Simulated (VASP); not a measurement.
# Lu5F (P6/mmm) in VASP: single point with PBE

Aim: the single point of Lu5F with PBE.

All numbers are computed with VASP 6.6.1; they aren't measurements. Logs are shortened: lines on timing, memory, paths and dates and some standing lists are left out, and cuts for length are marked.

### Step 1. The cell of the first run

It takes space group P6/mmm (No. 191, hexagonal). Conventional cell: a = 3.809 Å, b = 3.809 Å, c = 6.704 Å, α = 90.00°, β = 90.00°, γ = 120.00°. Within 2.7 Å of Lu (site symmetry 3m) lie 4 Lu at 2.07 to 2.20 Å and 3 F at 2.43 Å. Lu (site symmetry 6/mmm) has 18 Lu at 3.19 to 3.81 Å and 2 F at 3.35 Å within 4.2 Å. F (site symmetry 6/mmm) has 12 Lu at 2.43 Å within 3.2 Å.

The cell was built from a structure type or drawn by symmetry, and may not be a known phase.

### Step 2. Single point, PBE

INCAR reads:

```
PREC = Accurate
ENCUT = 520
EDIFF = 1E-6
ISMEAR = 0
SIGMA = 0.1
LREAL = False
LASPH = True
NELM = 60
ALGO = Normal
ISIF = 2
LWAVE = False
LCHARG = True
GGA = PE
LELF = True
LVHAR = True
NBANDS = 75
```

KPOINTS reads:

```
regular mesh
0
Gamma
  6 6 4
```

POSCAR reads:

```
Lu5F
1.0
    3.8094107000      0.0000000000      0.0000000000
   -1.9047053500      3.2990464400      0.0000000000
    0.0000000000      0.0000000000      6.7039392900
Lu F
5 1
Direct
    0.3333333300      0.6666666700      0.6544900200
    0.3333333300      0.6666666700      0.3455099800
    0.6666666700      0.3333333300      0.3455099800
    0.6666666700      0.3333333300      0.6544900200
    0.0000000000      0.0000000000      0.0000000000
    0.0000000000      0.0000000000      0.5000000000
```

Potentials or basis: VASP PAW PBE potentials, release 64 (Lu, F).

Command:

```
> cat potpaw_PBE.64/Lu/POTCAR potpaw_PBE.64/F/POTCAR > POTCAR
> mpirun -np 1 vasp_std > vasp.out
```

OUTCAR:

```text
PREC = Accurate
   ENCUT = 520
   EDIFF = 1E-6
   ISMEAR = 0
   LREAL = False
   LASPH = True
   NELM = 60
   ISIF = 2
   GGA = PE

 ion  position               nearest neighbor table
   1  0.333  0.667  0.654-   2 2.07   4 2.20   4 2.20   4 2.20   6 2.43   6 2.43   6 2.43   3 3.02
                             3 3.02   3 3.02   5 3.19   5 3.19   5 3.19
   2  0.333  0.667  0.346-   1 2.07   3 2.20   3 2.20   3 2.20   6 2.43   6 2.43   6 2.43   4 3.02
                             4 3.02   4 3.02   5 3.19   5 3.19   5 3.19
   3  0.667  0.333  0.346-   4 2.07   2 2.20   2 2.20   2 2.20   6 2.43   6 2.43   6 2.43   1 3.02
                             1 3.02   1 3.02   5 3.19   5 3.19   5 3.19
   4  0.667  0.333  0.654-   3 2.07   1 2.20   1 2.20   1 2.20   6 2.43   6 2.43   6 2.43   2 3.02
                             2 3.02   2 3.02   5 3.19   5 3.19   5 3.19
   5  0.000  0.000  0.000-   1 3.19   2 3.19   3 3.19   4 3.19   3 3.19   4 3.19   1 3.19   2 3.19
                             3 3.19   4 3.19   1 3.19   2 3.19
   6  0.000  0.000  0.500-   1 2.43   2 2.43   3 2.43   4 2.43   3 2.43   4 2.43   1 2.43   2 2.43
                             3 2.43   4 2.43   1 2.43   2 2.43

  LATTYP: Found a hexagonal cell.
 ALAT       =     3.8094107000
 C/A-ratio  =     1.7598363154

  Lattice vectors:

 A1 = (   3.8094107000,   0.0000000000,   0.0000000000)
 A2 = (  -1.9047053500,   3.2990464400,   0.0000000000)
 A3 = (   0.0000000000,   0.0000000000,   6.7039392900)

Analysis of symmetry for initial positions (statically):
=====================================================================
 Subroutine PRICEL returns:
 Original cell was already a primitive cell.

 Routine SETGRP: Setting up the symmetry group for a
 hexagonal supercell.

 Subroutine GETGRP returns: Found 24 space group operations
 (whereof 24 operations were pure point group operations)
 out of a pool of 24 trial point group operations.

The static configuration has the point symmetry D_6h.

Analysis of symmetry for dynamics (positions and initial velocities):
=====================================================================
 Subroutine PRICEL returns:
 Original cell was already a primitive cell.

 Routine SETGRP: Setting up the symmetry group for a
 hexagonal supercell.

 Subroutine GETGRP returns: Found 24 space group operations
 (whereof 24 operations were pure point group operations)
 out of a pool of 24 trial point group operations.

The dynamic configuration has the point symmetry D_6h.

 Subroutine INISYM returns: Found 24 space group operations
 (whereof 24 operations are pure point group operations),
 and found     1 'primitive' translations

[... 104 lines left out ...]
   ISIF   =      2    stress and relaxation
   ISYM   =      2    0-nonsym 1-usesym 2-fastsym
   POTIM  = 0.5000    time-step for ionic-motion
   TEBEG  =    0.0;   TEEND  =   0.0 temperature during run
   PSTRESS=    0.0 pullay stress
   NELECT =     132.0000    total number of electrons
   NUPDOWN=      -1.0000    fix difference up-down
   EMIN   =  10.00;   EMAX   =-10.00  energy-range for DOS
   EFERMI =   0.00;   METHOD = LEGACY
   ISMEAR =     0;   SIGMA  =   0.10  broadening in eV -4-tet -1-fermi 0-gaus
   EFERMI_NEDOS =   21; number of points for ismear=-14 and -15
   IALGO  =     38    algorithm
   IMIX   =      4    mixing-type and parameters
     AMIX     =   0.40;   BMIX     =  1.00
     AMIX_MAG =   1.60;   BMIX_MAG =  1.00
  volume/ion in A,a.u.               =      14.04        94.76
  Fermi-wavevector in a.u.,A,eV,Ry     =   1.901402  3.593130 49.189567  3.615331
  Thomas-Fermi vector in A             =   2.940295
   LORBIT       =      0    0 simple, 1 ext, 2 COOP (PROOUT), +10 PAW based schemes
   GGA     = PE    functional components
   LHFCALC =     F    Hartree Fock is set to
   AEXX    =    0.0000 exact exchange contribution
   IVDW    =     0    specifies the selected vdW correction
   LEPSILON=     F    determine dielectric tensor
   LRPA    =     F    only Hartree local field effects (RPA)
 non-spin polarized calculation
 Gauss-broadening in eV      SIGMA  =   0.10
  energy-cutoff  :      520.00
  volume of cell :       84.25
 maximum number of plane-waves:      2289
   NGX = 15   NGY = 15   NGZ = 25

 number of electron     132.0000024 magnetization

 Free energy of the ion-electron system (eV)
  ---------------------------------------------------
  ext. energy  EPLUGINS =         0.00000000
  ---------------------------------------------------
  free energy    TOTEN  =         2.62011505 eV

  energy without entropy =        2.64983605  energy(sigma->0) =        2.63497555

 E-fermi :   5.6057     XC(G=0): -13.8187

 val. band max:        5.5893491265   @ k =   0.5000   0.0000   0.5000
 cond. band min:       5.6093687965   @ k =   0.3333   0.1667   0.5000
 fundamental gap:      0.0200196700
 Fermi energy:         5.6056761972

 k-point     1 :       0.0000    0.0000    0.0000
  band No.  band energies     occupation
      1     -53.4068      2.00000
      2     -52.1465      2.00000
      3     -51.3126      2.00000
      4     -50.0795      2.00000
      5     -49.9724      2.00000
      6     -26.5703      2.00000
[... 1627 lines left out ...]
     74      10.0950      0.00000
     75      10.0961      0.00000

------------------------ aborting loop because EDIFF is reached ----------------------------------------

  FORCE on cell =-STRESS in cart. coord.  units (eV):
  Direction    XX          YY          ZZ          XY          YZ          ZX
  --------------------------------------------------------------------------------------
  -------------------------------------------------------------------------------------
  Total       70.7792247     70.7792247     76.2392659      0.0000000     -0.0000000      0.0000000
  in kB     1345.9845797   1345.9845800   1449.8163370      0.0000000     -0.0000000      0.0000000
  external PRESSURE =    1380.5951656 kB  Pullay stress =       0.0000000 kB

 VOLUME and BASIS-vectors are now :
 -----------------------------------------------------------------------------
  energy-cutoff  :      520.00
  volume of cell :       84.25
      direct lattice vectors                 reciprocal lattice vectors
     3.809410700  0.000000000  0.000000000     0.262507794  0.151558946  0.000000000
    -1.904705350  3.299046440  0.000000000     0.000000000  0.303117891  0.000000000
     0.000000000  0.000000000  6.703939290     0.000000000  0.000000000  0.149166029

 POSITION                                       TOTAL-FORCE (eV/Angst)
 -----------------------------------------------------------------------------------
     -0.00000      2.19936      4.38766         0.000000      0.000000     14.833975
     -0.00000      2.19936      2.31628        -0.000000      0.000000    -14.833975
      1.90471      1.09968      2.31628         0.000000     -0.000000    -14.833975
      1.90471      1.09968      4.38766        -0.000000     -0.000000     14.833975
      0.00000      0.00000      0.00000        -0.000000      0.000000      0.000000
      0.00000      0.00000      3.35197        -0.000000      0.000000      0.000000
 -----------------------------------------------------------------------------------
    total drift:                                0.000000      0.000000     -0.000000

  FREE ENERGIE OF THE ION-ELECTRON SYSTEM (eV)
  ---------------------------------------------------
  free  energy   TOTEN  =         2.6201150457 eV

  energy  without entropy=        2.6498360548  energy(sigma->0) =        2.63497555
```

It took 3.8 min on 1 thread of Intel Xeon Platinum 8175M at 2.50GHz (Skylake/Cascade Lake), shared host; peak memory 0.25 GiB.

What came out:

```yaml
Free_energy: 2.6201 eV
Pressure: 138.1 GPa
Largest_force: 14.834 eV/Å
Band_gap_on_the_k_mesh: zero (bands 66 and 67 overlap by 1.47 eV)
```

Forces on the atoms (eV/Å):
```
Lu    0.000   0.000  14.834
Lu    0.000   0.000 -14.834
Lu    0.000   0.000 -14.834
Lu    0.000   0.000  14.834
Lu    0.000   0.000   0.000
F     0.000   0.000   0.000
```

Stress tensor (GPa, compression positive):
```
134.60   0.00   0.00
  0.00 134.60   0.00
  0.00   0.00 144.98
```

Caveat: atoms lie so close that the PAW spheres overlap strongly, which falsifies energies and pressures; the cell stands under pressure; spin-orbit coupling is left out, which moves the levels of the heavy elements; forces of over 1 eV/Å act on the atoms, so gaps and moduli don't describe the material at rest.
